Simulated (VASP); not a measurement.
# MgO (Fm-3m) in VASP: single point with LDA

Aim: the single point of MgO with LDA.

All numbers are computed with VASP 6.6.1; they aren't measurements. Logs are shortened: lines on timing, memory, paths and dates and some standing lists are left out, and cuts for length are marked.

## Step 1: The cell of the first run

The structure is cubic, space group Fm-3m (No. 225). The conventional cell has a = 4.013 Å, b = 4.013 Å, c = 4.013 Å, α = 90.00°, β = 90.00°, γ = 90.00°. Mg (site symmetry m-3m) has 6 O at 2.01 Å within 2.7 Å. Within 2.7 Å of O (site symmetry m-3m) lie 6 Mg at 2.01 Å.

## Step 2: Single point, LDA

The input, INCAR:

```
SYSTEM = MgO
PREC = Accurate ; ENCUT = 840
EDIFF = 1E-6 ; ISMEAR = 0
SIGMA = 0.02 ; LREAL = .FALSE.
LASPH = .TRUE. ; NELM = 120
ALGO = Normal ; ISIF = 2
LWAVE = .FALSE. ; LCHARG = .FALSE.
NBANDS = 15 ; GGA_COMPAT = .FALSE.
```

The input, KPOINTS:

```
regular mesh
0
G
  10 10 10
  0 0 0
```

The input, POSCAR:

```
MgO
1.0
    0.0000000000      2.0062900511      2.0062900511
    2.0062900511      0.0000000000      2.0062900511
    2.0062900511      2.0062900511      0.0000000000
Mg O
1 1
Direct
    0.0000000000      0.0000000000      0.0000000000
    0.5000000000      0.5000000000      0.5000000000
```

Potentials or basis: VASP PAW LDA potentials, release 64 (Mg_sv, O).

Launch:

```console
> cat potpaw_LDA.64/Mg_sv/POTCAR potpaw_LDA.64/O/POTCAR > POTCAR
> mpirun -np 1 vasp_std > vasp.out
```

OUTCAR:

```text
SYSTEM = MgO
   PREC = Accurate
   ENCUT = 840
   EDIFF = 1E-6
   ISMEAR = 0
   LREAL = .FALSE.
   LASPH = .TRUE.
   NELM = 120
   ISIF = 2

 ion  position               nearest neighbor table
   1  0.000  0.000  0.000-   2 2.01   2 2.01   2 2.01   2 2.01   2 2.01   2 2.01
   2  0.500  0.500  0.500-   1 2.01   1 2.01   1 2.01   1 2.01   1 2.01   1 2.01

  LATTYP: Found a face centered cubic cell.
 ALAT       =     4.0125801022

  Lattice vectors:

 A1 = (   0.0000000000,   2.0062900511,   2.0062900511)
 A2 = (   2.0062900511,   0.0000000000,   2.0062900511)
 A3 = (   2.0062900511,   2.0062900511,   0.0000000000)

Analysis of symmetry for initial positions (statically):
=====================================================================
 Subroutine PRICEL returns:
 Original cell was already a primitive cell.

 Routine SETGRP: Setting up the symmetry group for a
 face centered cubic supercell.

 Subroutine GETGRP returns: Found 48 space group operations
 (whereof 48 operations were pure point group operations)
 out of a pool of 48 trial point group operations.

The static configuration has the point symmetry O_h .

Analysis of symmetry for dynamics (positions and initial velocities):
=====================================================================
 Subroutine PRICEL returns:
 Original cell was already a primitive cell.

 Routine SETGRP: Setting up the symmetry group for a
 face centered cubic supercell.

 Subroutine GETGRP returns: Found 48 space group operations
 (whereof 48 operations were pure point group operations)
 out of a pool of 48 trial point group operations.

The dynamic configuration has the point symmetry O_h .

 Subroutine INISYM returns: Found 48 space group operations
 (whereof 48 operations are pure point group operations),
 and found     1 'primitive' translations

----------------------------------------------------------------------------------------

                                     Primitive cell

  volume of cell :      16.1514

  direct lattice vectors                    reciprocal lattice vectors
     0.000000000  2.006290051  2.006290051    -0.249216209  0.249216209  0.249216209
     2.006290051  0.000000000  2.006290051     0.249216209 -0.249216209  0.249216209
     2.006290051  2.006290051  0.000000000     0.249216209  0.249216209 -0.249216209

  length of vectors
     2.837322600  2.837322600  2.837322600     0.431655135  0.431655135  0.431655135

  position of ions in fractional coordinates (direct lattice)
     0.000000000  0.000000000  0.000000000
     0.500000000  0.500000000  0.500000000

  ion indices of the primitive-cell ions
   primitive index   ion index
                 1           1
                 2           2

----------------------------------------------------------------------------------------

 KPOINTS: regular mesh

Automatic generation of k-mesh.
 Grid dimensions read from file:
 generate k-points for:   10   10   10

 Generating k-lattice:

  Cartesian coordinates                     Fractional coordinates (reciprocal lattice)
    -0.024921621  0.024921621  0.024921621     0.100000000  0.000000000  0.000000000
     0.024921621 -0.024921621  0.024921621     0.000000000  0.100000000  0.000000000
     0.024921621  0.024921621 -0.024921621     0.000000000  0.000000000  0.100000000

  Length of vectors
     0.043165514  0.043165514  0.043165514

  Shift w.r.t. Gamma in fractional coordinates (k-lattice)
     0.000000000  0.000000000  0.000000000

 Subroutine IBZKPT returns following result:
 ===========================================

 Found     47 irreducible k-points:

 Following reciprocal coordinates:
            Coordinates               Weight
  0.000000  0.000000  0.000000      1.000000
  0.100000  0.000000  0.000000      8.000000
  0.200000  0.000000  0.000000      8.000000
  0.300000  0.000000  0.000000      8.000000
  0.400000  0.000000  0.000000      8.000000
  0.500000  0.000000  0.000000      4.000000
[... 16 lines left out ...]
  0.300000  0.300000  0.000000      6.000000
  0.400000  0.300000  0.000000     24.000000
 [... further k-points ...]
   k-points           NKPTS =     47   k-points in BZ     NKDIM =     47   number of bands    NBANDS=     15
   number of dos      NEDOS =    301   number of ions     NIONS =      2
   total plane-waves  NPLWV =  21952
   dimension x,y,z NGX =    28 NGY =   28 NGZ =   28
   dimension x,y,z NGXF=    56 NGYF=   56 NGZF=   56
   ions per type =               1   1
   NGX,Y,Z   is equivalent  to a cutoff of  16.41, 16.41, 16.41 a.u.
   NGXF,Y,Z  is equivalent  to a cutoff of  32.81, 32.81, 32.81 a.u.
 SYSTEM =  MgO
   PREC   = accura    normal or accurate (medium, high low for compatibility)
   ISTART =      0    job   : 0-new  1-cont  2-samecut
   ICHARG =      2    charge: 1-file 2-atom 10-const
   ISPIN  =      1    spin polarized calculation?
   LNONCOLLINEAR =      F non collinear calculations
   LSORBIT =      F    spin-orbit coupling
   LASPH  =      T    aspherical Exc in radial PAW
   ENCUT  =  840.0 eV  61.74 Ry    7.86 a.u.   6.71  6.71  6.71*2*pi/ulx,y,z
   NELM   =    120;   NELMIN=  2; NELMDL= -5     # of ELM steps
   EDIFF  = 0.1E-05   stopping-criterion for ELM
   LREAL  =      F    real-space projection
[... 7 lines left out ...]
   TEBEG  =    0.0;   TEEND  =   0.0 temperature during run
   PSTRESS=    0.0 pullay stress
   NELECT =      16.0000    total number of electrons
   NUPDOWN=      -1.0000    fix difference up-down
   EMIN   =  10.00;   EMAX   =-10.00  energy-range for DOS
   EFERMI =   0.00;   METHOD = LEGACY
   ISMEAR =     0;   SIGMA  =   0.02  broadening in eV -4-tet -1-fermi 0-gaus
   EFERMI_NEDOS =   21; number of points for ismear=-14 and -15
   IALGO  =     38    algorithm
   IMIX   =      4    mixing-type and parameters
     AMIX     =   0.40;   BMIX     =  1.00
     AMIX_MAG =   1.60;   BMIX_MAG =  1.00
  volume/ion in A,a.u.               =       8.08        54.50
  Fermi-wavevector in a.u.,A,eV,Ry     =   1.631966  3.083969 36.236574  2.663313
  Thomas-Fermi vector in A             =   2.724015
   LORBIT       =      0    0 simple, 1 ext, 2 COOP (PROOUT), +10 PAW based schemes
   GGA     = CA    functional components
   LHFCALC =     F    Hartree Fock is set to
   AEXX    =    0.0000 exact exchange contribution
   IVDW    =     0    specifies the selected vdW correction
   LEPSILON=     F    determine dielectric tensor
   LRPA    =     F    only Hartree local field effects (RPA)
 non-spin polarized calculation
 Gauss-broadening in eV      SIGMA  =   0.02
  energy-cutoff  :      840.00
  volume of cell :       16.15
 maximum number of plane-waves:       914
   NGX = 13   NGY = 13   NGZ = 13

 number of electron      15.9999996 magnetization

 Free energy of the ion-electron system (eV)
  ---------------------------------------------------
  ext. energy  EPLUGINS =         0.00000000
  ---------------------------------------------------
  free energy    TOTEN  =       -13.09573774 eV

  energy without entropy =      -13.09573774  energy(sigma->0) =      -13.09573774

 E-fermi :   3.8399     XC(G=0): -12.7075

 val. band max:        3.7216190863   @ k =   0.0000   0.0000   0.0000
 cond. band min:       9.9401191926   @ k =   0.0000   0.0000   0.0000
 fundamental gap:      6.2185001062
 Fermi energy:         3.8398927715

 k-point     1 :       0.0000    0.0000    0.0000
  band No.  band energies     occupation
      1     -67.1821      2.00000
      2     -34.6186      2.00000
      3     -34.6186      2.00000
      4     -34.6186      2.00000
      5     -14.0852      2.00000
      6       3.7216      2.00000
      7       3.7216      2.00000
      8       3.7216      2.00000
      9       9.9401      0.00000
     10      20.0341      0.00000
     11      20.0341      0.00000
     12      20.0341      0.00000
     13      24.4683      0.00000
     14      26.2799      0.00000
     15      26.2799      0.00000

 k-point     2 :       0.1000    0.0000    0.0000
  band No.  band energies     occupation
      1     -67.1804      2.00000
      2     -34.6347      2.00000
      3     -34.6201      2.00000
      4     -34.6201      2.00000
      5     -13.9404      2.00000
      6       3.0323      2.00000
      7       3.6320      2.00000
      8       3.6320      2.00000
      9      10.5421      0.00000
     10      18.7678      0.00000
     11      20.3305      0.00000
     12      20.3305      0.00000
     13      25.7298      0.00000
     14      25.7298      0.00000
     15      26.3585      0.00000

 k-point     3 :       0.2000    0.0000    0.0000
  band No.  band energies     occupation
      1     -67.1756      2.00000
      2     -34.6762      2.00000
      3     -34.6239      2.00000
      4     -34.6239      2.00000
      5     -13.5389      2.00000
      6       1.5455      2.00000
      7       3.4062      2.00000
      8       3.4062      2.00000
      9      11.6728      0.00000
     10      17.3335      0.00000
     11      20.9982      0.00000
     12      20.9982      0.00000
     13      25.1127      0.00000
     14      25.1127      0.00000
     15      28.0728      0.00000

 k-point     4 :       0.3000    0.0000    0.0000
  band No.  band energies     occupation
      1     -67.1692      2.00000
      2     -34.7268      2.00000
      3     -34.6285      2.00000
      4     -34.6285      2.00000
      5     -12.9862      2.00000
      6      -0.0201      2.00000
      7       3.1425      2.00000
      8       3.1425      2.00000
      9      12.3703      0.00000
     10      16.9964      0.00000
     11      21.3876      0.00000
     12      21.3876      0.00000
     13      25.5396      0.00000
     14      25.5396      0.00000
     15      27.5540      0.00000
[... 307 lines left out ...]
 k-point    22 :      -0.2000    0.2000    0.0000
  band No.  band energies     occupation
      1     -67.1672      2.00000
      2     -34.7175      2.00000
      3     -34.6584      2.00000
      4     -34.6268      2.00000
      5     -12.8339      2.00000
      6       0.2140      2.00000
      7       2.1104      2.00000
      8       3.1242      2.00000
      9      13.5445      0.00000
     10      16.1899      0.00000
     11      20.2397      0.00000
     12      22.9857      0.00000
     13      22.9979      0.00000
     14      26.5067      0.00000
     15      30.8490      0.00000

 k-point    23 :       0.3000    0.3000    0.0000
  band No.  band energies     occupation
      1     -67.1649      2.00000
      2     -34.7128      2.00000
      3     -34.6529      2.00000
      4     -34.6529      2.00000
      5     -12.7463      2.00000
      6       0.1327      2.00000
      7       2.6122      2.00000
      8       2.6122      2.00000
      9      14.0756      0.00000
     10      14.1634      0.00000
     11      19.5240      0.00000
     12      23.1540      0.00000
     13      23.1540      0.00000
     14      29.2013      0.00000
     15      33.9048      0.00000

 k-point    24 :       0.4000    0.3000    0.0000
  band No.  band energies     occupation
      1     -67.1611      2.00000
      2     -34.7324      2.00000
      3     -34.6631      2.00000
      4     -34.6585      2.00000
      5     -12.4100      2.00000
      6      -0.3897      2.00000
      7       2.1731      2.00000
      8       2.4371      2.00000
      9      13.8190      0.00000
     10      14.9256      0.00000
     11      18.6623      0.00000
     12      23.5475      0.00000
     13      23.7894      0.00000
     14      30.0935      0.00000
     15      33.4673      0.00000

 [... further k-points ...]

------------------------ aborting loop because EDIFF is reached ----------------------------------------

  FORCE on cell =-STRESS in cart. coord.  units (eV):
  Direction    XX          YY          ZZ          XY          YZ          ZX
  --------------------------------------------------------------------------------------
  -------------------------------------------------------------------------------------
  Total        2.4535989      2.4535989      2.4535989     -0.0000000     -0.0000000      0.0000000
  in kB      243.3901456    243.3901456    243.3901456     -0.0000000     -0.0000000      0.0000000
  external PRESSURE =     243.3901456 kB  Pullay stress =       0.0000000 kB

 VOLUME and BASIS-vectors are now :
 -----------------------------------------------------------------------------
  energy-cutoff  :      840.00
  volume of cell :       16.15
      direct lattice vectors                 reciprocal lattice vectors
     0.000000000  2.006290051  2.006290051    -0.249216209  0.249216209  0.249216209
     2.006290051  0.000000000  2.006290051     0.249216209 -0.249216209  0.249216209
     2.006290051  2.006290051  0.000000000     0.249216209  0.249216209 -0.249216209

 POSITION                                       TOTAL-FORCE (eV/Angst)
 -----------------------------------------------------------------------------------
      0.00000      0.00000      0.00000         0.000000      0.000000      0.000000
      2.00629      2.00629      2.00629        -0.000000     -0.000000     -0.000000
 -----------------------------------------------------------------------------------
    total drift:                                0.000000      0.000000      0.000000

  FREE ENERGIE OF THE ION-ELECTRON SYSTEM (eV)
  ---------------------------------------------------
  free  energy   TOTEN  =       -13.0957377395 eV

  energy  without entropy=      -13.0957377395  energy(sigma->0) =      -13.09573774
```

It took 13 s on 1 thread of AMD EPYC 7R13 (Zen 3), shared host; peak memory 0.12 GiB.

What came out:

```yaml
Free_energy: -13.0957 eV
Pressure: 24.3 GPa
Band_gap_on_the_k_mesh: 6.22 eV
```

Levels at points of the mesh, in eV from the valence-band top:
```
           k point  band 4  band 5  band 6  band 7  band 8  band 9  band 10  band 11  band 12  band 13
(0.00, 0.00, 0.00)  -38.34  -17.81    0.00    0.00    0.00    6.22    16.31    16.31    16.31    20.75
(0.50, 0.00, 0.00)  -38.36  -15.98   -5.38   -0.86   -0.86    8.69    14.09    17.53    17.53    22.92
(0.50, 0.50, 0.00)  -38.39  -15.74   -4.74   -1.58   -1.58    9.00    11.39    14.50    20.94    20.94
```

Caveat: the cell stands under pressure.
